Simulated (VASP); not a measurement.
# GaGe (F-43m) in VASP: a series of runs

GaGe is run at these levels: LDA; tasks: single point.

All numbers are computed with VASP 6.6.1; they aren't measurements. Logs are shortened: lines on timing, memory, paths and dates and some standing lists are left out, and cuts for length are marked.

### 1 The cell of the first run

It takes space group F-43m (No. 216, cubic). Conventional cell: a = 5.521 Å, b = 5.521 Å, c = 5.521 Å, α = 90.00°, β = 90.00°, γ = 90.00°. Ga (site symmetry -43m) has 4 Ge at 2.39 Å within 3.2 Å. Ge (site symmetry -43m) has 4 Ga at 2.39 Å within 3.2 Å.

### 2 Single point, LDA

Input file INCAR:

```
SYSTEM = GaGe
PREC = Accurate
ENCUT = 500
EDIFF = 1E-6
ISMEAR = -1
SIGMA = 0.0589
LREAL = .False.
LASPH = .True.
NELM = 120
ALGO = Normal
ISIF = 2
LWAVE = .False.
LCHARG = .False.
NBANDS = 20
GGA_COMPAT = .False.
```

Input file KPOINTS:

```
Automatic mesh
0
Gamma
  6 6 6
  0 0 0
```

Input file POSCAR:

```
GaGe
1.0
    0.0000000000      2.7607140000      2.7607140000
    2.7607140000      0.0000000000      2.7607140000
    2.7607140000      2.7607140000      0.0000000000
Ga Ge
1 1
Direct
    0.0000000000      0.0000000000      0.0000000000
    0.2500000000      0.2500000000      0.2500000000
```

Potentials or basis: VASP PAW LDA potentials, release 64 (Ga_d, Ge_d).

On the command line:

```
$ cat potpaw_LDA.64/Ga_d/POTCAR potpaw_LDA.64/Ge_d/POTCAR > POTCAR
$ mpirun -np 1 vasp_std > vasp.out
```

OUTCAR:

```text
SYSTEM = GaGe
   PREC = Accurate
   ENCUT = 500
   EDIFF = 1E-6
   ISMEAR = -1
   LREAL = .False.
   LASPH = .True.
   NELM = 120
   ISIF = 2

 ion  position               nearest neighbor table
   1  0.000  0.000  0.000-   2 2.39   2 2.39   2 2.39   2 2.39
   2  0.250  0.250  0.250-   1 2.39   1 2.39   1 2.39   1 2.39

  LATTYP: Found a face centered cubic cell.
 ALAT       =     5.5214280000

  Lattice vectors:

 A1 = (   0.0000000000,   2.7607140000,   2.7607140000)
 A2 = (   2.7607140000,   0.0000000000,   2.7607140000)
 A3 = (   2.7607140000,   2.7607140000,   0.0000000000)

Analysis of symmetry for initial positions (statically):
=====================================================================
 Subroutine PRICEL returns:
 Original cell was already a primitive cell.

 Routine SETGRP: Setting up the symmetry group for a
 face centered cubic supercell.

 Subroutine GETGRP returns: Found 24 space group operations
 (whereof 24 operations were pure point group operations)
 out of a pool of 48 trial point group operations.

The static configuration has the point symmetry T_d .

Analysis of symmetry for dynamics (positions and initial velocities):
=====================================================================
 Subroutine PRICEL returns:
 Original cell was already a primitive cell.

 Routine SETGRP: Setting up the symmetry group for a
 face centered cubic supercell.

 Subroutine GETGRP returns: Found 24 space group operations
 (whereof 24 operations were pure point group operations)
 out of a pool of 48 trial point group operations.

The dynamic configuration has the point symmetry T_d .

 Subroutine INISYM returns: Found 24 space group operations
 (whereof 24 operations are pure point group operations),
 and found     1 'primitive' translations

----------------------------------------------------------------------------------------

                                     Primitive cell

  volume of cell :      42.0818

  direct lattice vectors                    reciprocal lattice vectors
     0.000000000  2.760714000  2.760714000    -0.181112567  0.181112567  0.181112567
     2.760714000  0.000000000  2.760714000     0.181112567 -0.181112567  0.181112567
     2.760714000  2.760714000  0.000000000     0.181112567  0.181112567 -0.181112567

  length of vectors
     3.904239181  3.904239181  3.904239181     0.313696168  0.313696168  0.313696168

  position of ions in fractional coordinates (direct lattice)
     0.000000000  0.000000000  0.000000000
     0.250000000  0.250000000  0.250000000

  ion indices of the primitive-cell ions
   primitive index   ion index
                 1           1
                 2           2

----------------------------------------------------------------------------------------

 KPOINTS: Automatic mesh

Automatic generation of k-mesh.
 Grid dimensions read from file:
 generate k-points for:    6    6    6

 Generating k-lattice:

  Cartesian coordinates                     Fractional coordinates (reciprocal lattice)
    -0.030185428  0.030185428  0.030185428     0.166666667  0.000000000  0.000000000
     0.030185428 -0.030185428  0.030185428     0.000000000  0.166666667  0.000000000
     0.030185428  0.030185428 -0.030185428     0.000000000  0.000000000  0.166666667

  Length of vectors
     0.052282695  0.052282695  0.052282695

  Shift w.r.t. Gamma in fractional coordinates (k-lattice)
     0.000000000  0.000000000  0.000000000

 Subroutine IBZKPT returns following result:
 ===========================================

 Found     16 irreducible k-points:

 Following reciprocal coordinates:
            Coordinates               Weight
  0.000000  0.000000  0.000000      1.000000
  0.166667  0.000000  0.000000      8.000000
  0.333333  0.000000  0.000000      8.000000
  0.500000  0.000000  0.000000      4.000000
  0.166667  0.166667  0.000000      6.000000
  0.333333  0.166667  0.000000     24.000000
[... 8 lines left out ...]
 -0.333333  0.333333  0.166667     24.000000
 -0.333333  0.500000  0.166667     12.000000
   k-points           NKPTS =     16   k-points in BZ     NKDIM =     16   number of bands    NBANDS=     20
   number of dos      NEDOS =    301   number of ions     NIONS =      2
   total plane-waves  NPLWV =  21952
   dimension x,y,z NGX =    28 NGY =   28 NGZ =   28
   dimension x,y,z NGXF=    56 NGYF=   56 NGZF=   56
   ions per type =               1   1
   NGX,Y,Z   is equivalent  to a cutoff of  11.92, 11.92, 11.92 a.u.
   NGXF,Y,Z  is equivalent  to a cutoff of  23.85, 23.85, 23.85 a.u.
 SYSTEM =  GaGe
   PREC   = accura    normal or accurate (medium, high low for compatibility)
   ISTART =      0    job   : 0-new  1-cont  2-samecut
   ICHARG =      2    charge: 1-file 2-atom 10-const
   ISPIN  =      1    spin polarized calculation?
   LNONCOLLINEAR =      F non collinear calculations
   LSORBIT =      F    spin-orbit coupling
   LASPH  =      T    aspherical Exc in radial PAW
   ENCUT  =  500.0 eV  36.75 Ry    6.06 a.u.   7.12  7.12  7.12*2*pi/ulx,y,z
   NELM   =    120;   NELMIN=  2; NELMDL= -5     # of ELM steps
   EDIFF  = 0.1E-05   stopping-criterion for ELM
   LREAL  =      F    real-space projection
   EDIFFG = 0.1E-04   stopping-criterion for IOM
   NSW    =      0    number of steps for IOM
   IBRION =     -1    ionic relax: 0-MD 1-quasi-New 2-CG
   NFREE  =      0    steps in history (QN), initial steepest desc. (CG)
   ISIF   =      2    stress and relaxation
   ISYM   =      2    0-nonsym 1-usesym 2-fastsym
   POTIM  = 0.5000    time-step for ionic-motion
   TEBEG  =    0.0;   TEEND  =   0.0 temperature during run
   PSTRESS=    0.0 pullay stress
   NELECT =      27.0000    total number of electrons
   NUPDOWN=      -1.0000    fix difference up-down
   EMIN   =  10.00;   EMAX   =-10.00  energy-range for DOS
   EFERMI =   0.00;   METHOD = LEGACY
   ISMEAR =    -1;   SIGMA  =   0.06  broadening in eV -4-tet -1-fermi 0-gaus
   EFERMI_NEDOS =   21; number of points for ismear=-14 and -15
   IALGO  =     38    algorithm
   IMIX   =      4    mixing-type and parameters
     AMIX     =   0.40;   BMIX     =  1.00
     AMIX_MAG =   1.60;   BMIX_MAG =  1.00
  volume/ion in A,a.u.               =      21.04       141.99
  Fermi-wavevector in a.u.,A,eV,Ry     =   1.411989  2.668272 27.126114  1.993713
  Thomas-Fermi vector in A             =   2.533784
   LORBIT       =      0    0 simple, 1 ext, 2 COOP (PROOUT), +10 PAW based schemes
   GGA     = CA    functional components
   LHFCALC =     F    Hartree Fock is set to
   AEXX    =    0.0000 exact exchange contribution
   IVDW    =     0    specifies the selected vdW correction
   LEPSILON=     F    determine dielectric tensor
   LRPA    =     F    only Hartree local field effects (RPA)
 non-spin polarized calculation
  energy-cutoff  :      500.00
  volume of cell :       42.08
 maximum number of plane-waves:      1090
   NGX = 15   NGY = 15   NGZ = 15

 number of electron      27.0000020 magnetization

 Free energy of the ion-electron system (eV)
  ---------------------------------------------------
  ext. energy  EPLUGINS =         0.00000000
  ---------------------------------------------------
  free energy    TOTEN  =        -8.43054934 eV

  energy without entropy =       -8.41399894  energy(sigma->0) =       -8.42227414

 E-fermi :   3.8085     XC(G=0): -10.5788

 val. band max:        3.8007968967   @ k =   0.3333   0.1667   0.0000
 cond. band min:       4.3067014843   @ k =  -0.3333   0.1667   0.0000
 fundamental gap:      0.5059045876
 Fermi energy:         3.8084778504

 k-point     1 :       0.0000    0.0000    0.0000
  band No.  band energies     occupation
      1     -20.1028      2.00000
      2     -20.1028      2.00000
      3     -20.1028      2.00000
      4     -20.0721      2.00000
      5     -20.0721      2.00000
      6     -10.6081      2.00000
[... 12 lines left out ...]
     19      12.2020      0.00000
     20      15.4978      0.00000

 k-point     2 :       0.1667    0.0000    0.0000
  band No.  band energies     occupation
      1     -20.1027      2.00000
      2     -20.1017      2.00000
      3     -20.1017      2.00000
      4     -20.0717      2.00000
      5     -20.0717      2.00000
      6     -10.6201      2.00000
[... 12 lines left out ...]
     19      13.6747      0.00000
     20      14.0531      0.00000

 k-point     3 :       0.3333    0.0000    0.0000
  band No.  band energies     occupation
      1     -20.1028      2.00000
      2     -20.0996      2.00000
      3     -20.0996      2.00000
      4     -20.0708      2.00000
      5     -20.0708      2.00000
      6     -10.6437      2.00000
[... 12 lines left out ...]
     19      13.9852      0.00000
     20      14.8570      0.00000

 k-point     4 :       0.5000    0.0000    0.0000
  band No.  band energies     occupation
      1     -20.1028      2.00000
      2     -20.0987      2.00000
      3     -20.0987      2.00000
      4     -20.0703      2.00000
      5     -20.0703      2.00000
      6     -10.6553      2.00000
[... 12 lines left out ...]
     19      16.6215      0.00000
     20      17.3572      0.00000

 k-point     5 :       0.1667    0.1667    0.0000
  band No.  band energies     occupation
      1     -20.1043      2.00000
      2     -20.1004      2.00000
      3     -20.1004      2.00000
      4     -20.0729      2.00000
      5     -20.0704      2.00000
      6     -10.6307      2.00000
[... 12 lines left out ...]
     19      12.5777      0.00000
     20      14.4729      0.00000
[... 169 lines left out ...]
      6     -10.6858      2.00000
[... 12 lines left out ...]
     19      17.7865      0.00000
     20      19.0497      0.00000

 k-point    14 :       0.5000    0.3333    0.1667
  band No.  band energies     occupation
      1     -20.1042      2.00000
      2     -20.0983      2.00000
      3     -20.0960      2.00000
      4     -20.0729      2.00000
      5     -20.0684      2.00000
      6     -10.6615      2.00000
[... 12 lines left out ...]
     19      15.2882      0.00000
     20      16.3945      0.00000

 k-point    15 :      -0.3333    0.3333    0.1667
  band No.  band energies     occupation
      1     -20.1021      2.00000
      2     -20.1000      2.00000
      3     -20.0949      2.00000
      4     -20.0724      2.00000
      5     -20.0687      2.00000
      6     -10.6650      2.00000
[... 12 lines left out ...]
     19      14.2538      0.00000
     20      17.9023      0.00000

 k-point    16 :      -0.3333    0.5000    0.1667
  band No.  band energies     occupation
      1     -20.1052      2.00000
      2     -20.0973      2.00000
      3     -20.0935      2.00000
      4     -20.0739      2.00000
      5     -20.0673      2.00000
      6     -10.6740      2.00000
[... 12 lines left out ...]
     19      17.3973      0.00000
     20      17.9938      0.00000

------------------------ aborting loop because EDIFF is reached ----------------------------------------

  FORCE on cell =-STRESS in cart. coord.  units (eV):
  Direction    XX          YY          ZZ          XY          YZ          ZX
  --------------------------------------------------------------------------------------
  -------------------------------------------------------------------------------------
  Total        1.2459241      1.2459241      1.2459241     -0.0000000      0.0000000     -0.0000000
  in kB       47.4359860     47.4359860     47.4359860     -0.0000000      0.0000000     -0.0000000
  external PRESSURE =      47.4359860 kB  Pullay stress =       0.0000000 kB

 VOLUME and BASIS-vectors are now :
 -----------------------------------------------------------------------------
  energy-cutoff  :      500.00
  volume of cell :       42.08
      direct lattice vectors                 reciprocal lattice vectors
     0.000000000  2.760714000  2.760714000    -0.181112567  0.181112567  0.181112567
     2.760714000  0.000000000  2.760714000     0.181112567 -0.181112567  0.181112567
     2.760714000  2.760714000  0.000000000     0.181112567  0.181112567 -0.181112567

 POSITION                                       TOTAL-FORCE (eV/Angst)
 -----------------------------------------------------------------------------------
      0.00000      0.00000      0.00000        -0.000000     -0.000000     -0.000000
      1.38036      1.38036      1.38036         0.000000      0.000000      0.000000
 -----------------------------------------------------------------------------------
    total drift:                                0.000002      0.000002      0.000002

  FREE ENERGIE OF THE ION-ELECTRON SYSTEM (eV)
  ---------------------------------------------------
  free  energy   TOTEN  =        -8.4305493414 eV

  energy  without entropy=       -8.4139989423  energy(sigma->0) =       -8.42227414
```

Wall time 19 s (1 thread of AMD EPYC 7R13, shared host); peak memory 0.11 GiB.

Results:

- Free energy: -8.4305 eV
- Pressure: 4.7 GPa

### 3 Single point, LDA

Input file INCAR:

```
SYSTEM = GaGe
PREC = Accurate ; ENCUT = 500
EDIFF = 1E-6 ; ISMEAR = -1
SIGMA = 0.0589 ; LREAL = .False.
LASPH = .True. ; NELM = 120
ALGO = Normal ; ISIF = 2
LWAVE = .False. ; LCHARG = .True.
GGA = CA ; LELF = .True.
LVHAR = .True. ; NBANDS = 20
GGA_COMPAT = .False.
```

KPOINTS is that of step 2.

POSCAR is that of step 2.

Potentials or basis: VASP PAW LDA potentials, release 64 (Ga_d, Ge_d).

On the command line:

```
$ cat potpaw_LDA.64/Ga_d/POTCAR potpaw_LDA.64/Ge_d/POTCAR > POTCAR
$ mpirun -np 1 vasp_std > vasp.out
```

Wall time 18 s (1 thread of AMD EPYC 7R13, shared host); peak memory 0.11 GiB.

Results (log left out):

```
Free energy : -8.4305 eV
Pressure    : 4.7 GPa
```

Levels at points of the mesh, in eV from the Fermi level:
| k point | band 12 | band 13 | band 14 | band 15 | band 16 | band 17 |
| --- | --- | --- | --- | --- | --- | --- |
| (0.00, 0.00, 0.00) | 2.14 | 2.14 | 2.14 | 3.54 | 4.82 | 4.82 |
| (0.50, 0.00, 0.00) | -5.77 | 0.59 | 0.59 | 2.86 | 5.82 | 5.82 |
| (0.50, 0.50, 0.00) | -6.08 | -1.34 | -1.34 | 2.47 | 2.66 | 12.52 |
